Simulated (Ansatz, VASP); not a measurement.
**One calculation of Sc2Al, two programs**

The input INCAR:

```
PREC = Accurate
ENCUT = 520
EDIFF = 1E-6
ISMEAR = -1
SIGMA = 0.1
LREAL = F
LASPH = T
NELM = 80
ALGO = Normal
ISIF = 2
LWAVE = F
LCHARG = F
GGA = CA
NBANDS = 34
```

The input KPOINTS:

```
regular mesh
0
Gamma
  6 6 4
```

File POSCAR:

```
Sc2Al
1.0
    4.8040364483      0.0000000000      0.0000000000
   -2.4020231336      4.1604229555      0.0000000000
    0.0000000000      0.0000000000      6.0498764981
Sc Al
4 2
Direct
    0.0000000000      0.0000000000      0.0000000000
    0.0000000000      0.0000000000      0.5000000000
    0.3333333333      0.6666666667      0.7500000000
    0.6666666667      0.3333333333      0.2500000000
    0.3333333333      0.6666666667      0.2500000000
    0.6666666667      0.3333333333      0.7500000000
```

Input for Ansatz:

```yaml
crystal:
  lattice:
    - [4.804036448305136, 0.0, 0.0]
    - [-2.402023133634877, 4.16042295547921, 0.0]
    - [0.0, 0.0, 6.049876498089205]
  atoms:
    - { symbol: Sc, position: [0.0, 0.0, 0.0] }
    - { symbol: Sc, position: [0.0, 0.0, 0.5] }
    - { symbol: Sc, position: [0.3333333333333333, 0.6666666666666666, 0.75] }
    - { symbol: Sc, position: [0.6666666666666666, 0.3333333333333333, 0.25] }
    - { symbol: Al, position: [0.3333333333333333, 0.6666666666666666, 0.25] }
    - { symbol: Al, position: [0.6666666666666666, 0.3333333333333333, 0.75] }
basis:
  ecutwfc: 571.4391111657479
kpoints:
  mp_grid:
    grid: [6, 6, 4]
hamiltonian:
  xc: lda
scf:
  convergence:
    dr2_threshold: 1.0e-09
  occupations:
    method: fermi_dirac
    width: 0.1
output:
  stress: true
```

Alike in both runs: task single point; functional LDA; k mesh 6 × 6 × 4; occupations fermi-dirac, width 0.1 eV; no spin polarisation.

|  | VASP | Ansatz |
| --- | --- | --- |
| version | VASP 6.6.1 | Ansatz 0.2.0 |
| potentials or method | VASP PAW LDA potentials, release 64 (Sc_sv, Al), cutoff 520 eV | plane waves, PAW |
| valence electrons in the cell | 50 | 50 |

```tsv
	VASP	Ansatz	Ansatz less VASP
pressure (GPa)	-0.6	-0.8	-0.17
traceless stress, the component that is largest in VASP (GPa)	-0.32	-0.29	+0.026
```

LDA's correlation is that of Perdew and Zunger in VASP and of Perdew and Wang (1992) in Ansatz. Ansatz's warnings: stress scf threshold loose, structure snapped to symmetry.
